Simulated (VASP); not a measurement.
# Ba2LaReF6 (Fm-3m) in VASP: further runs

Runs on Ba2LaReF6. Level: r2SCAN. Tasks: single point.

Program: VASP 6.6.1. These are calculated values, not measurements. Logs are shortened: lines on timing, memory, paths and dates and some standing lists are left out, and cuts for length are marked.

## (1) The cell of the first run

The structure is cubic, space group Fm-3m (No. 225). Conventional cell: a = 8.971 Å, b = 8.971 Å, c = 8.971 Å, α = 90.00°, β = 90.00°, γ = 90.00°. Within 3.0 Å of La (site symmetry m-3m) lie 6 F at 2.29 Å. Ba (site symmetry -43m) has 12 F at 3.17 Å and 4 La at 3.88 Å and 4 Re at 3.88 Å within 4.2 Å. Within 2.9 Å of Re (site symmetry m-3m) lie 6 F at 2.19 Å. Within 2.9 Å of F (site symmetry 4mm) lie 1 Re at 2.19 Å and 1 La at 2.29 Å.

## (2) Single point, r2SCAN

Contents of POSCAR:

```
Ba2LaReF6
1.0
    0.0000000000      4.4857096474      4.4857096474
    4.4857096474      0.0000000000      4.4857096474
    4.4857096474      4.4857096474      0.0000000000
La Ba Re F
1 2 1 6
Direct
    0.5000000000      0.5000000000      0.5000000000
    0.2500000000      0.2500000000      0.2500000000
    0.7500000000      0.7500000000      0.7500000000
    0.0000000000      0.0000000000      0.0000000000
    0.7555440426      0.2444559574      0.2444559574
    0.2444559574      0.7555440426      0.2444559574
    0.2444559574      0.7555440426      0.7555440426
    0.7555440426      0.2444559574      0.7555440426
    0.2444559574      0.2444559574      0.7555440426
    0.7555440426      0.7555440426      0.2444559574
```

Contents of INCAR.step1:

```
PREC = Accurate ; ENCUT = 520
ISMEAR = -1 ; SIGMA = 0.05
LREAL = F ; LASPH = T
NELM = 100 ; NBANDS = 51
GGA = PE ; ALGO = Normal
EDIFF = 1E-4 ; LWAVE = T
LCHARG = F
```

Contents of INCAR.step2:

```
PREC = Accurate ; ENCUT = 520
EDIFF = 1E-7 ; ISMEAR = -1
SIGMA = 0.05 ; LREAL = F
LASPH = T ; NELM = 100
ALGO = Normal ; ISIF = 2
LWAVE = F ; LCHARG = T
METAGGA = R2SCAN ; LMIXTAU = T
LELF = T ; LVHAR = T
NBANDS = 51 ; ISTART = 1
```

Contents of KPOINTS:

```
regular mesh
0
Gamma
  5 5 5
```

Potentials or basis: VASP PAW PBE potentials, release 64 (La, Ba_sv, Re, F).

Launch:

```console
$ cat potpaw_PBE.64/La/POTCAR potpaw_PBE.64/Ba_sv/POTCAR potpaw_PBE.64/Re/POTCAR potpaw_PBE.64/F/POTCAR > POTCAR
$ cp INCAR.step1 INCAR
$ mpirun -np 1 vasp_std > vasp.out
$ cp INCAR.step2 INCAR
$ mpirun -np 1 vasp_std > vasp.out
```

OUTCAR:

```text
PREC = Accurate
   ENCUT = 520
   EDIFF = 1E-7
   ISMEAR = -1
   LREAL = F
   LASPH = T
   NELM = 100
   ISIF = 2
   METAGGA = R2SCAN
   ISTART = 1

 ion  position               nearest neighbor table
   1  0.500  0.500  0.500-   5 2.29   6 2.29   7 2.29   8 2.29   9 2.29  10 2.29   2 3.88   2 3.88
                             2 3.88   3 3.88   2 3.88   3 3.88   3 3.88   3 3.88
   2  0.250  0.250  0.250-   5 3.17   8 3.17  10 3.17   6 3.17   7 3.17  10 3.17   7 3.17   8 3.17
                             9 3.17   5 3.17   6 3.17   9 3.17   1 3.88   4 3.88   4 3.88   4 3.88
   3  0.750  0.750  0.750-   7 3.17   8 3.17  10 3.17   5 3.17   6 3.17  10 3.17   5 3.17   8 3.17
                             9 3.17   6 3.17   7 3.17   9 3.17   4 3.88   1 3.88   1 3.88   4 3.88
   4  0.000  0.000  0.000-   5 2.19   6 2.19   7 2.19   8 2.19   9 2.19  10 2.19   3 3.88   3 3.88
                             2 3.88   3 3.88   3 3.88   2 3.88   2 3.88   2 3.88
   5  0.756  0.244  0.244-   4 2.19   1 2.29   3 3.17   2 3.17   3 3.17   2 3.17
   6  0.244  0.756  0.244-   4 2.19   1 2.29   3 3.17   2 3.17   3 3.17   2 3.17
   7  0.244  0.756  0.756-   4 2.19   1 2.29   3 3.17   3 3.17   2 3.17   2 3.17
   8  0.756  0.244  0.756-   4 2.19   1 2.29   3 3.17   3 3.17   2 3.17   2 3.17
   9  0.244  0.244  0.756-   4 2.19   1 2.29   3 3.17   2 3.17   3 3.17   2 3.17
  10  0.756  0.756  0.244-   4 2.19   1 2.29   3 3.17   3 3.17   2 3.17   2 3.17

  LATTYP: Found a face centered cubic cell.
 ALAT       =     8.9714192948

  Lattice vectors:

 A1 = (   0.0000000000,   4.4857096474,   4.4857096474)
 A2 = (   4.4857096474,   0.0000000000,   4.4857096474)
 A3 = (   4.4857096474,   4.4857096474,   0.0000000000)

Analysis of symmetry for initial positions (statically):
=====================================================================
 Subroutine PRICEL returns:
 Original cell was already a primitive cell.

 Routine SETGRP: Setting up the symmetry group for a
 face centered cubic supercell.

 Subroutine GETGRP returns: Found 48 space group operations
 (whereof 48 operations were pure point group operations)
 out of a pool of 48 trial point group operations.

The static configuration has the point symmetry O_h .

Analysis of symmetry for dynamics (positions and initial velocities):
=====================================================================
 Subroutine PRICEL returns:
 Original cell was already a primitive cell.

 Routine SETGRP: Setting up the symmetry group for a
 face centered cubic supercell.

 Subroutine GETGRP returns: Found 48 space group operations
 (whereof 48 operations were pure point group operations)
 out of a pool of 48 trial point group operations.

The dynamic configuration has the point symmetry O_h .

 Subroutine INISYM returns: Found 48 space group operations
 (whereof 48 operations are pure point group operations),
 and found     1 'primitive' translations

----------------------------------------------------------------------------------------

                                     Primitive cell

  volume of cell :     180.5192

  direct lattice vectors                    reciprocal lattice vectors
     0.000000000  4.485709647  4.485709647    -0.111465083  0.111465083  0.111465083
     4.485709647  0.000000000  4.485709647     0.111465083 -0.111465083  0.111465083
     4.485709647  4.485709647  0.000000000     0.111465083  0.111465083 -0.111465083

  length of vectors
     6.343751420  6.343751420  6.343751420     0.193063188  0.193063188  0.193063188

  position of ions in fractional coordinates (direct lattice)
     0.500000000  0.500000000  0.500000000
     0.250000000  0.250000000  0.250000000
     0.750000000  0.750000000  0.750000000
     0.000000000  0.000000000  0.000000000
     0.755544043  0.244455957  0.244455957
     0.244455957  0.755544043  0.244455957
     0.244455957  0.755544043  0.755544043
     0.755544043  0.244455957  0.755544043
     0.244455957  0.244455957  0.755544043
     0.755544043  0.755544043  0.244455957

  ion indices of the primitive-cell ions
   primitive index   ion index
                 1           1
                 2           2
                 3           3
                 4           4
                 5           5
                 6           6
                 7           7
                 8           8
                 9           9
                10          10

----------------------------------------------------------------------------------------

 KPOINTS: regular mesh

Automatic generation of k-mesh.
 Grid dimensions read from file:
 generate k-points for:    5    5    5

 Generating k-lattice:

  Cartesian coordinates                     Fractional coordinates (reciprocal lattice)
    -0.022293017  0.022293017  0.022293017     0.200000000  0.000000000  0.000000000
     0.022293017 -0.022293017  0.022293017     0.000000000  0.200000000  0.000000000
     0.022293017  0.022293017 -0.022293017     0.000000000  0.000000000  0.200000000

  Length of vectors
     0.038612638  0.038612638  0.038612638

  Shift w.r.t. Gamma in fractional coordinates (k-lattice)
     0.000000000  0.000000000  0.000000000

 Subroutine IBZKPT returns following result:
 ===========================================

 Found     10 irreducible k-points:

 Following reciprocal coordinates:
            Coordinates               Weight
  0.000000  0.000000  0.000000      1.000000
  0.200000  0.000000  0.000000      8.000000
  0.400000  0.000000  0.000000      8.000000
  0.200000  0.200000  0.000000      6.000000
  0.400000  0.200000  0.000000     24.000000
 -0.400000  0.200000  0.000000     24.000000
 -0.200000  0.200000  0.000000     12.000000
  0.400000  0.400000  0.000000      6.000000
 -0.400000  0.400000  0.000000     12.000000
 -0.400000  0.400000  0.200000     24.000000
   k-points           NKPTS =     10   k-points in BZ     NKDIM =     10   number of bands    NBANDS=     51
   number of dos      NEDOS =    301   number of ions     NIONS =     10
   total plane-waves  NPLWV = 110592
   dimension x,y,z NGX =    48 NGY =   48 NGZ =   48
   dimension x,y,z NGXF=    96 NGYF=   96 NGZF=   96
   ions per type =               1   2   1   6
   NGX,Y,Z   is equivalent  to a cutoff of  12.58, 12.58, 12.58 a.u.
   NGXF,Y,Z  is equivalent  to a cutoff of  25.16, 25.16, 25.16 a.u.
 SYSTEM =  unknown system
   PREC   = accura    normal or accurate (medium, high low for compatibility)
   ISTART =      1    job   : 0-new  1-cont  2-samecut
   ICHARG =      0    charge: 1-file 2-atom 10-const
   ISPIN  =      1    spin polarized calculation?
   LNONCOLLINEAR =      F non collinear calculations
   LSORBIT =      F    spin-orbit coupling
   LASPH  =      T    aspherical Exc in radial PAW
   ENCUT  =  520.0 eV  38.22 Ry    6.18 a.u.  11.80 11.80 11.80*2*pi/ulx,y,z
   NELM   =    100;   NELMIN=  2; NELMDL=  0     # of ELM steps
   EDIFF  = 0.1E-06   stopping-criterion for ELM
   LREAL  =      F    real-space projection
   EDIFFG = 0.1E-05   stopping-criterion for IOM
   NSW    =      0    number of steps for IOM
   IBRION =     -1    ionic relax: 0-MD 1-quasi-New 2-CG
   NFREE  =      0    steps in history (QN), initial steepest desc. (CG)
   ISIF   =      2    stress and relaxation
   ISYM   =      2    0-nonsym 1-usesym 2-fastsym
   POTIM  = 0.5000    time-step for ionic-motion
   TEBEG  =    0.0;   TEEND  =   0.0 temperature during run
   PSTRESS=    0.0 pullay stress
   NELECT =      80.0000    total number of electrons
   NUPDOWN=      -1.0000    fix difference up-down
   EMIN   =  10.00;   EMAX   =-10.00  energy-range for DOS
   EFERMI =   0.00;   METHOD = LEGACY
   ISMEAR =    -1;   SIGMA  =   0.05  broadening in eV -4-tet -1-fermi 0-gaus
   EFERMI_NEDOS =   21; number of points for ismear=-14 and -15
   IALGO  =     38    algorithm
   IMIX   =      4    mixing-type and parameters
     AMIX     =   0.40;   BMIX     =  1.00
     AMIX_MAG =   1.60;   BMIX_MAG =  1.00
  volume/ion in A,a.u.               =      18.05       121.82
  Fermi-wavevector in a.u.,A,eV,Ry     =   1.248141  2.358645 21.195919  1.557856
  Thomas-Fermi vector in A             =   2.382241
   LORBIT       =      0    0 simple, 1 ext, 2 COOP (PROOUT), +10 PAW based schemes
   METAGGA = R2SCAN    functional components
   LHFCALC =     F    Hartree Fock is set to
   AEXX    =    0.0000 exact exchange contribution
   IVDW    =     0    specifies the selected vdW correction
   LEPSILON=     F    determine dielectric tensor
   LRPA    =     F    only Hartree local field effects (RPA)
 non-spin polarized calculation
  energy-cutoff  :      520.00
  volume of cell :      180.52
 maximum number of plane-waves:      4909
   NGX = 23   NGY = 23   NGZ = 23

 number of electron      79.9999952 magnetization

 Free energy of the ion-electron system (eV)
  ---------------------------------------------------
  ext. energy  EPLUGINS =         0.00000000
  ---------------------------------------------------
  free energy    TOTEN  =      -176.34076010 eV

  energy without entropy =     -176.28388073  energy(sigma->0) =     -176.31232041

 E-fermi :   6.8934     XC(G=0): -10.3145

 val. band max:        6.8872465685   @ k =   0.4000   0.4000   0.0000
 cond. band min:       6.9108773155   @ k =   0.4000   0.2000   0.0000
 fundamental gap:      0.0236307470
 Fermi energy:         6.8933668949

 k-point     1 :       0.0000    0.0000    0.0000
  band No.  band energies     occupation
      1     -29.1519      2.00000
      2     -24.6196      2.00000
      3     -24.5537      2.00000
      4     -22.0904      2.00000
      5     -22.0904      2.00000
      6     -22.0904      2.00000
[... 43 lines left out ...]
     50       7.9120      0.00000
     51       7.9164      0.00000
[... 484 lines left out ...]
     50       7.9245      0.00000
     51       7.9468      0.00000

------------------------ aborting loop because EDIFF is reached ----------------------------------------

  FORCE on cell =-STRESS in cart. coord.  units (eV):
  Direction    XX          YY          ZZ          XY          YZ          ZX
  --------------------------------------------------------------------------------------
  -------------------------------------------------------------------------------------
  Total        5.8830346      5.8830346      5.8830346      0.0000000      0.0000000     -0.0000000
  in kB       52.2141860     52.2141860     52.2141860      0.0000000      0.0000000     -0.0000000
  external PRESSURE =      52.2141860 kB  Pullay stress =       0.0000000 kB

 VOLUME and BASIS-vectors are now :
 -----------------------------------------------------------------------------
  energy-cutoff  :      520.00
  volume of cell :      180.52
      direct lattice vectors                 reciprocal lattice vectors
     0.000000000  4.485709647  4.485709647    -0.111465083  0.111465083  0.111465083
     4.485709647  0.000000000  4.485709647     0.111465083 -0.111465083  0.111465083
     4.485709647  4.485709647  0.000000000     0.111465083  0.111465083 -0.111465083

 POSITION                                       TOTAL-FORCE (eV/Angst)
 -----------------------------------------------------------------------------------
      4.48571      4.48571      4.48571         0.000000     -0.000000     -0.000000
      2.24285      2.24285      2.24285         0.000000     -0.000000     -0.000000
      6.72856      6.72856      6.72856         0.000000     -0.000000     -0.000000
      0.00000      0.00000      0.00000         0.000000     -0.000000     -0.000000
      2.19312      4.48571      4.48571         0.119448     -0.000000     -0.000000
      4.48571      2.19312      4.48571         0.000000      0.119448     -0.000000
      6.77830      4.48571      4.48571        -0.119448     -0.000000     -0.000000
      4.48571      6.77830      4.48571         0.000000     -0.119448     -0.000000
      4.48571      4.48571      2.19312         0.000000     -0.000000      0.119448
      4.48571      4.48571      6.77830         0.000000     -0.000000     -0.119448
 -----------------------------------------------------------------------------------
    total drift:                               -0.000000     -0.000000     -0.000000

  FREE ENERGIE OF THE ION-ELECTRON SYSTEM (eV)
  ---------------------------------------------------
  free  energy   TOTEN  =      -176.3407600968 eV

  energy  without entropy=     -176.2838807276  energy(sigma->0) =     -176.31232041
```

It took 19 min on 1 thread of AMD EPYC 7R43 (Zen 3), shared host; peak memory 0.39 GiB.

What came out:

- Free energy: -176.3408 eV
- Pressure: 5.2 GPa
- Largest force: 0.119 eV/Å
- Band gap on the k mesh: zero (bands 40 and 41 overlap by 0.84 eV)

Forces in eV/Å, atoms in the order of the input:
```
La   0.000  0.000  0.000
Ba   0.000  0.000  0.000
Ba   0.000  0.000  0.000
Re   0.000  0.000  0.000
F    0.119  0.000  0.000
F    0.000  0.119  0.000
F   -0.119  0.000  0.000
F    0.000 -0.119  0.000
F    0.000  0.000  0.119
F    0.000  0.000 -0.119
```

Caveat: the cell stands under pressure; the PAW data sets were made with another functional, which shifts forces and pressure a little; spin-orbit coupling is left out, which moves the levels of the heavy elements.

## (3) Single point, r2SCAN

This run uses another cell than the first one, of 16.72 Å³/atom.

Contents of POSCAR:

```
Ba2LaReF6
1.0
    0.0000000000      4.3727316800      4.3727316800
    4.3727316800      0.0000000000      4.3727316800
    4.3727316800      4.3727316800      0.0000000000
La Ba Re F
1 2 1 6
Direct
    0.5000000000      0.5000000000      0.5000000000
    0.2500000000      0.2500000000      0.2500000000
    0.7500000000      0.7500000000      0.7500000000
    0.0000000000      0.0000000000      0.0000000000
    0.7760000000      0.2240000000      0.2240000000
    0.2240000000      0.7760000000      0.2240000000
    0.2240000000      0.7760000000      0.7760000000
    0.7760000000      0.2240000000      0.7760000000
    0.2240000000      0.2240000000      0.7760000000
    0.7760000000      0.7760000000      0.2240000000
```

Contents of INCAR.step1:

```
SYSTEM = Ba2LaReF6
PREC     = Accurate       ! precision mode
ENCUT    = 520            ! plane-wave cutoff, eV
ISMEAR   = -5             ! smearing method
SIGMA    = 0.1            ! smearing width, eV
LREAL    = .FALSE.        ! projectors in reciprocal space
LASPH    = .TRUE.         ! aspherical terms in the spheres
NELM     = 100            ! most SCF steps
LMAXMIX  = 6              ! l up to which the mixer works
NBANDS   = 51             ! bands
GGA      = PE             ! functional
ALGO     = Normal         ! electronic algorithm
EDIFF    = 1E-4           ! SCF threshold, eV
LWAVE    = .TRUE.         ! write WAVECAR
LCHARG   = .FALSE.        ! write CHGCAR
```

Contents of INCAR.step2:

```
SYSTEM = Ba2LaReF6
PREC     = Accurate       ! precision mode
ENCUT    = 520            ! plane-wave cutoff, eV
EDIFF    = 1E-6           ! SCF threshold, eV
ISMEAR   = -5             ! smearing method
SIGMA    = 0.1            ! smearing width, eV
LREAL    = .FALSE.        ! projectors in reciprocal space
LASPH    = .TRUE.         ! aspherical terms in the spheres
NELM     = 100            ! most SCF steps
ALGO     = Normal         ! electronic algorithm
ISIF     = 2              ! what is computed and relaxed
LWAVE    = .FALSE.        ! write WAVECAR
LCHARG   = .FALSE.        ! write CHGCAR
LMAXMIX  = 6              ! l up to which the mixer works
METAGGA  = R2SCAN         ! meta-GGA
LMIXTAU  = .TRUE.       
LORBIT   = 11             ! projections on sites
NBANDS   = 51             ! bands
ISTART   = 1
```

Contents of KPOINTS:

```
regular mesh
0
G
  5 5 5
  0 0 0
```

Potentials or basis: VASP PAW PBE potentials, release 64 (La, Ba_sv, Re, F).

Launch:

```console
$ cat potpaw_PBE.64/La/POTCAR potpaw_PBE.64/Ba_sv/POTCAR potpaw_PBE.64/Re/POTCAR potpaw_PBE.64/F/POTCAR > POTCAR
$ cp INCAR.step1 INCAR
$ mpirun -np 1 vasp_std > vasp.out
$ cp INCAR.step2 INCAR
$ mpirun -np 1 vasp_std > vasp.out
```

Wall time 13 min (1 thread of Intel Xeon Platinum 8375C at 2.90GHz (Ice Lake), shared host); peak memory 0.42 GiB.

The run converged. Its results:

- Free energy: -174.2036 eV
- Pressure: 14.9 GPa
- Largest force: 2.931 eV/Å
- Band gap on the k mesh: zero (bands 40 and 41 overlap by 0.95 eV)
- Valence electrons inside the program's atomic spheres: La 8.71; Ba 8.02; Re 6.32; F 6.14

Forces in eV/Å, atoms in the order of the input:
```
La   0.000  0.000  0.000
Ba   0.000  0.000  0.000
Ba   0.000  0.000  0.000
Re   0.000  0.000  0.000
F    2.931  0.000  0.000
F    0.000  2.931  0.000
F   -2.931  0.000  0.000
F    0.000 -2.931  0.000
F    0.000  0.000  2.931
F    0.000  0.000 -2.931
```

Levels at points of the mesh, in eV from the Fermi level:
| k point | band 37 | band 38 | band 39 | band 40 | band 41 | band 42 | band 43 | band 44 |
| --- | --- | --- | --- | --- | --- | --- | --- | --- |
| (0.00, 0.00, 0.00) | -1.43 | -1.43 | -1.43 | -1.04 | -0.82 | -0.82 | 0.45 | 0.45 |

Caveat: the cell stands under pressure; the PAW data sets were made with another functional, which shifts forces and pressure a little; spin-orbit coupling is left out, which moves the levels of the heavy elements; tetrahedron occupations give inexact forces and stress in metals.
